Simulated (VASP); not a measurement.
# ZnO (P6_3mc) in VASP: further runs, part 2 of 3

VASP 6.6.1. Earlier steps stand in the parts before.

### 4 Single point, r2SCAN (uniaxial z strain -2.0%)

POSCAR

```
ZnO
1.0
    3.2353408696      0.0000000000      0.0000000000
   -1.6176704348      2.8018873830      0.0000000000
    0.0000000000      0.0000000000      5.1067327796
Zn O
2 2
Direct
    0.3333333333      0.6666666667     -0.0051370716
    0.6666666667      0.3333333333      0.4948629284
    0.3333333333      0.6666666667      0.3801370716
    0.6666666667      0.3333333333      0.8801370716
```

INCAR.step1

```
SYSTEM = ZnO
PREC = Accurate
ENCUT = 520
ISMEAR = 0
SIGMA = 0.01
LREAL = .False.
LASPH = .True.
NELM = 100
NBANDS = 26
GGA = PE
ALGO = Normal
EDIFF = 1E-4
LWAVE = .True.
LCHARG = .False.
```

INCAR.step2

```
SYSTEM = ZnO
PREC = Accurate
ENCUT = 520
EDIFF = 1E-6
ISMEAR = 0
SIGMA = 0.01
LREAL = .False.
LASPH = .True.
NELM = 100
ALGO = Normal
ISIF = 2
LWAVE = .False.
LCHARG = .False.
METAGGA = R2SCAN
LMIXTAU = .True.
NBANDS = 26
ISTART = 1
```

KPOINTS

```
regular mesh
0
Gamma
  12 12 6
  0 0 0
```

Potentials or basis: VASP PAW PBE potentials, release 64 (Zn, O).

The run is started by

```console
$ cat potpaw_PBE.64/Zn/POTCAR potpaw_PBE.64/O/POTCAR > POTCAR
$ cp INCAR.step1 INCAR
$ mpirun -np 1 vasp_std > vasp.out
$ cp INCAR.step2 INCAR
$ mpirun -np 1 vasp_std > vasp.out
```

OUTCAR:

```text
SYSTEM = ZnO
   PREC = Accurate
   ENCUT = 520
   EDIFF = 1E-6
   ISMEAR = 0
   LREAL = .False.
   LASPH = .True.
   NELM = 100
   ISIF = 2
   METAGGA = R2SCAN
   ISTART = 1

 ion  position               nearest neighbor table
   1  0.333  0.667  0.995-   4 1.96   4 1.96   4 1.96   3 1.97
   2  0.667  0.333  0.495-   3 1.96   3 1.96   3 1.96   4 1.97
   3  0.333  0.667  0.380-   2 1.96   2 1.96   2 1.96   1 1.97
   4  0.667  0.333  0.880-   1 1.96   1 1.96   1 1.96   2 1.97

  LATTYP: Found a hexagonal cell.
 ALAT       =     3.2353408696
 C/A-ratio  =     1.5784218682

  Lattice vectors:

 A1 = (   3.2353408696,   0.0000000000,   0.0000000000)
 A2 = (  -1.6176704348,   2.8018873830,   0.0000000000)
 A3 = (   0.0000000000,   0.0000000000,   5.1067327796)

Analysis of symmetry for initial positions (statically):
=====================================================================
 Subroutine PRICEL returns:
 Original cell was already a primitive cell.

 Routine SETGRP: Setting up the symmetry group for a
 hexagonal supercell.

 Subroutine GETGRP returns: Found 12 space group operations
 (whereof  6 operations were pure point group operations)
 out of a pool of 24 trial point group operations.

The static configuration has the point symmetry C_3v.
 The point group associated with its full space group is C_6v.

Analysis of symmetry for dynamics (positions and initial velocities):
=====================================================================
 Subroutine PRICEL returns:
 Original cell was already a primitive cell.

 Routine SETGRP: Setting up the symmetry group for a
 hexagonal supercell.

 Subroutine GETGRP returns: Found 12 space group operations
 (whereof  6 operations were pure point group operations)
 out of a pool of 24 trial point group operations.

The dynamic configuration has the point symmetry C_3v.
 The point group associated with its full space group is C_6v.

 Subroutine INISYM returns: Found 12 space group operations
 (whereof  6 operations are pure point group operations),
 and found     1 'primitive' translations

----------------------------------------------------------------------------------------

                                     Primitive cell

  volume of cell :      46.2928

  direct lattice vectors                    reciprocal lattice vectors
     3.235340870  0.000000000  0.000000000     0.309086443  0.178451141  0.000000000
    -1.617670435  2.801887383  0.000000000     0.000000000  0.356902282  0.000000000
     0.000000000  0.000000000  5.106732780     0.000000000  0.000000000  0.195819919

  length of vectors
     3.235340870  3.235340870  5.106732780     0.356902282  0.356902282  0.195819919

  position of ions in fractional coordinates (direct lattice)
     0.333333333  0.666666667  0.994862928
     0.666666667  0.333333333  0.494862928
     0.333333333  0.666666667  0.380137072
     0.666666667  0.333333333  0.880137072

  ion indices of the primitive-cell ions
   primitive index   ion index
                 1           1
                 2           2
                 3           3
                 4           4

----------------------------------------------------------------------------------------

 KPOINTS: regular mesh

Automatic generation of k-mesh.
 Grid dimensions read from file:
 generate k-points for:   12   12    6

 Generating k-lattice:

  Cartesian coordinates                     Fractional coordinates (reciprocal lattice)
     0.025757204  0.014870928  0.000000000     0.083333333  0.000000000  0.000000000
     0.000000000  0.029741857  0.000000000     0.000000000  0.083333333  0.000000000
     0.000000000  0.000000000  0.032636653     0.000000000  0.000000000  0.166666667

  Length of vectors
     0.029741857  0.029741857  0.032636653

  Shift w.r.t. Gamma in fractional coordinates (k-lattice)
     0.000000000  0.000000000  0.000000000

 Subroutine IBZKPT returns following result:
 ===========================================

 Found     76 irreducible k-points:

 Following reciprocal coordinates:
            Coordinates               Weight
  0.000000  0.000000  0.000000      1.000000
  0.083333 -0.000000  0.000000      6.000000
  0.166667  0.000000  0.000000      6.000000
  0.250000  0.000000  0.000000      6.000000
  0.333333  0.000000  0.000000      6.000000
  0.416667 -0.000000  0.000000      6.000000
[... 16 lines left out ...]
  0.250000  0.000000  0.166667     12.000000
  0.333333  0.000000  0.166667     12.000000
 [... further k-points ...]
   k-points           NKPTS =     76   k-points in BZ     NKDIM =     76   number of bands    NBANDS=     26
   number of dos      NEDOS =    301   number of ions     NIONS =      4
   total plane-waves  NPLWV =  23040
   dimension x,y,z NGX =    24 NGY =   24 NGZ =   40
   dimension x,y,z NGXF=    48 NGYF=   48 NGZF=   80
   ions per type =               2   2
   NGX,Y,Z   is equivalent  to a cutoff of  12.33, 12.33, 13.02 a.u.
   NGXF,Y,Z  is equivalent  to a cutoff of  24.66, 24.66, 26.04 a.u.
 SYSTEM =  ZnO
   PREC   = accura    normal or accurate (medium, high low for compatibility)
   ISTART =      1    job   : 0-new  1-cont  2-samecut
   ICHARG =      0    charge: 1-file 2-atom 10-const
   ISPIN  =      1    spin polarized calculation?
   LNONCOLLINEAR =      F non collinear calculations
   LSORBIT =      F    spin-orbit coupling
   LASPH  =      T    aspherical Exc in radial PAW
   ENCUT  =  520.0 eV  38.22 Ry    6.18 a.u.   6.02  6.02  9.50*2*pi/ulx,y,z
   NELM   =    100;   NELMIN=  2; NELMDL=  0     # of ELM steps
   EDIFF  = 0.1E-05   stopping-criterion for ELM
   LREAL  =      F    real-space projection
   EDIFFG = 0.1E-04   stopping-criterion for IOM
   NSW    =      0    number of steps for IOM
   IBRION =     -1    ionic relax: 0-MD 1-quasi-New 2-CG
   NFREE  =      0    steps in history (QN), initial steepest desc. (CG)
   ISIF   =      2    stress and relaxation
   ISYM   =      2    0-nonsym 1-usesym 2-fastsym
   POTIM  = 0.5000    time-step for ionic-motion
   TEBEG  =    0.0;   TEEND  =   0.0 temperature during run
   PSTRESS=    0.0 pullay stress
   NELECT =      36.0000    total number of electrons
   NUPDOWN=      -1.0000    fix difference up-down
   EMIN   =  10.00;   EMAX   =-10.00  energy-range for DOS
   EFERMI =   0.00;   METHOD = LEGACY
   ISMEAR =     0;   SIGMA  =   0.01  broadening in eV -4-tet -1-fermi 0-gaus
   EFERMI_NEDOS =   21; number of points for ismear=-14 and -15
   IALGO  =     38    algorithm
   IMIX   =      4    mixing-type and parameters
     AMIX     =   0.40;   BMIX     =  1.00
     AMIX_MAG =   1.60;   BMIX_MAG =  1.00
  volume/ion in A,a.u.               =      11.57        78.10
  Fermi-wavevector in a.u.,A,eV,Ry     =   1.505466  2.844919 30.836637  2.266429
  Thomas-Fermi vector in A             =   2.616311
   LORBIT       =      0    0 simple, 1 ext, 2 COOP (PROOUT), +10 PAW based schemes
   METAGGA = R2SCAN    functional components
   LHFCALC =     F    Hartree Fock is set to
   AEXX    =    0.0000 exact exchange contribution
   IVDW    =     0    specifies the selected vdW correction
   LEPSILON=     F    determine dielectric tensor
   LRPA    =     F    only Hartree local field effects (RPA)
 non-spin polarized calculation
 Gauss-broadening in eV      SIGMA  =   0.01
  energy-cutoff  :      520.00
  volume of cell :       46.29
 maximum number of plane-waves:      1269
   NGX = 13   NGY = 13   NGZ = 19

 number of electron      36.0000043 magnetization

 Free energy of the ion-electron system (eV)
  ---------------------------------------------------
  ext. energy  EPLUGINS =         0.00000000
  ---------------------------------------------------
  free energy    TOTEN  =       -36.29766800 eV

  energy without entropy =      -36.29766800  energy(sigma->0) =      -36.29766800

 E-fermi :   1.2261     XC(G=0): -11.8244

 val. band max:        1.0974921305   @ k =   0.0000   0.0000   0.0000
 cond. band min:       2.3851061096   @ k =   0.0000   0.0000   0.0000
 fundamental gap:      1.2876139791
 Fermi energy:         1.2261453991

 k-point     1 :       0.0000    0.0000    0.0000
  band No.  band energies     occupation
      1     -18.2059      2.00000
      2     -17.4503      2.00000
      3      -4.8688      2.00000
      4      -4.8687      2.00000
      5      -4.7325      2.00000
      6      -4.7267      2.00000
[... 685 lines left out ...]
     25      15.5190      0.00000
     26      16.1314      0.00000

 [... further k-points ...]

------------------------ aborting loop because EDIFF is reached ----------------------------------------

  FORCE on cell =-STRESS in cart. coord.  units (eV):
  Direction    XX          YY          ZZ          XY          YZ          ZX
  --------------------------------------------------------------------------------------
  -------------------------------------------------------------------------------------
  Total        1.0248576      1.0248576      1.6066076      0.0000000      0.0000000      0.0000000
  in kB       35.4699222     35.4699222     55.6040673      0.0000000      0.0000000      0.0000000
  external PRESSURE =      42.1813039 kB  Pullay stress =       0.0000000 kB

 VOLUME and BASIS-vectors are now :
 -----------------------------------------------------------------------------
  energy-cutoff  :      520.00
  volume of cell :       46.29
      direct lattice vectors                 reciprocal lattice vectors
     3.235340870  0.000000000  0.000000000     0.309086443  0.178451141  0.000000000
    -1.617670435  2.801887383  0.000000000     0.000000000  0.356902282  0.000000000
     0.000000000  0.000000000  5.106732780     0.000000000  0.000000000  0.195819919

 POSITION                                       TOTAL-FORCE (eV/Angst)
 -----------------------------------------------------------------------------------
     -0.00000      1.86792      5.08050        -0.000000     -0.000000     -0.005860
      1.61767      0.93396      2.52713         0.000000      0.000000     -0.005860
     -0.00000      1.86792      1.94126         0.000000      0.000000      0.005860
      1.61767      0.93396      4.49462         0.000000      0.000000      0.005860
 -----------------------------------------------------------------------------------
    total drift:                                0.000001      0.000002     -0.022226

  FREE ENERGIE OF THE ION-ELECTRON SYSTEM (eV)
  ---------------------------------------------------
  free  energy   TOTEN  =       -36.2976680006 eV

  energy  without entropy=      -36.2976680006  energy(sigma->0) =      -36.29766800
```

It took 7.6 min on 1 thread of AMD EPYC 7R43 (Zen 3), shared host; peak memory 0.18 GiB.

Results:

```
Free energy            : -36.2977 eV
Pressure               : 4.2 GPa
Largest force          : 0.006 eV/Å
Band gap on the k mesh : 1.29 eV
```

Forces on the atoms (eV/Å):
```
Zn   0.000  0.000 -0.006
Zn   0.000  0.000 -0.006
O    0.000  0.000  0.006
O    0.000  0.000  0.006
```

Stress tensor (GPa, compression positive):
```
3.55 0.00 0.00
0.00 3.55 0.00
0.00 0.00 5.56
```

Levels at points of the mesh, in eV from the valence-band top:
```csv
k point,band 14,band 15,band 16,band 17,band 18,band 19,band 20,band 21,band 22,band 23
"(0.00, 0.00, 0.00)",-0.84,-0.84,-0.11,0.00,0.00,1.29,5.87,9.09,13.64,13.64
"(0.50, 0.00, 0.00)",-3.72,-2.90,-2.44,-1.29,-0.94,6.52,7.36,8.28,9.35,11.63
"(0.00, 0.00, 0.50)",-2.21,-0.41,-0.41,-0.41,-0.41,4.02,4.02,11.04,11.04,13.94
"(0.50, 0.00, 0.50)",-3.82,-1.64,-1.64,-1.36,-1.36,6.33,6.33,9.30,9.30,12.08
```

Caveat: the cell differs from its parent crystal (uniaxial z strain -2.0%); the cell stands under pressure; the PAW data sets were made with another functional, which shifts forces and pressure a little.

### 5 Single point, r2SCAN (epitaxial xy strain -1.5%)

POSCAR

```
ZnO
1.0
    3.1868107566      0.0000000000      0.0000000000
   -1.5934053783      2.7598590723      0.0000000000
    0.0000000000      0.0000000000      5.2896435280
Zn O
2 2
Direct
    0.3333333333      0.6666666667      0.0015669153
    0.6666666667      0.3333333333      0.5015669153
    0.3333333333      0.6666666667      0.3734330847
    0.6666666667      0.3333333333      0.8734330847
```

INCAR.step1

```
SYSTEM = ZnO
PREC = Accurate ; ENCUT = 520
ISMEAR = 0 ; SIGMA = 0.01
LREAL = .FALSE. ; LASPH = .TRUE.
NELM = 80 ; NBANDS = 26
GGA = PE ; ALGO = Normal
EDIFF = 1E-4 ; LWAVE = .TRUE.
LCHARG = .FALSE.
```

INCAR.step2

```
SYSTEM = ZnO
PREC = Accurate ; ENCUT = 520
EDIFF = 1E-7 ; ISMEAR = 0
SIGMA = 0.01 ; LREAL = .FALSE.
LASPH = .TRUE. ; NELM = 80
ALGO = Normal ; ISIF = 2
LWAVE = .FALSE. ; LCHARG = .TRUE.
METAGGA = R2SCAN ; LMIXTAU = .TRUE.
LELF = .TRUE. ; LVHAR = .TRUE.
NBANDS = 26 ; ISTART = 1
```

KPOINTS

```
regular mesh
0
G
  12 12 6
  0 0 0
```

The run is started by

```console
$ cat potpaw_PBE.64/Zn/POTCAR potpaw_PBE.64/O/POTCAR > POTCAR
$ cp INCAR.step1 INCAR
$ mpirun -np 1 vasp_std > vasp.out
$ cp INCAR.step2 INCAR
$ mpirun -np 1 vasp_std > vasp.out
```

Wall time 7.1 min (1 thread of AMD EPYC 7R43 (Zen 3), shared host); peak memory 0.18 GiB.

The run converged. Its results:

```
Free energy            : -36.2980 eV
Pressure               : 3.3 GPa
Largest force          : 0.004 eV/Å
Band gap on the k mesh : 1.22 eV
```

Forces on the atoms (eV/Å):
```
Zn   0.000  0.000  0.004
Zn   0.000  0.000  0.004
O    0.000  0.000 -0.004
O    0.000  0.000 -0.004
```

Stress tensor (GPa, compression positive):
```
4.48 0.00 0.00
0.00 4.48 0.00
0.00 0.00 1.01
```

Levels at points of the mesh, in eV from the valence-band top:
```csv
k point,band 15,band 16,band 17,band 18,band 19,band 20,band 21,band 22
"(0.00, 0.00, 0.00)",-0.83,-0.12,0.00,0.00,1.22,6.06,8.62,14.11
"(0.50, 0.00, 0.00)",-2.95,-2.32,-1.42,-0.83,6.50,7.41,7.85,9.59
"(0.00, 0.00, 0.50)",-0.41,-0.41,-0.41,-0.41,3.93,3.93,10.72,10.72
"(0.50, 0.00, 0.50)",-1.57,-1.57,-1.53,-1.53,6.20,6.20,9.28,9.28
```

Caveat: the cell differs from its parent crystal (epitaxial xy strain -1.5%); the cell stands under pressure; the PAW data sets were made with another functional, which shifts forces and pressure a little.

(Part 2 of 3 ends here.)
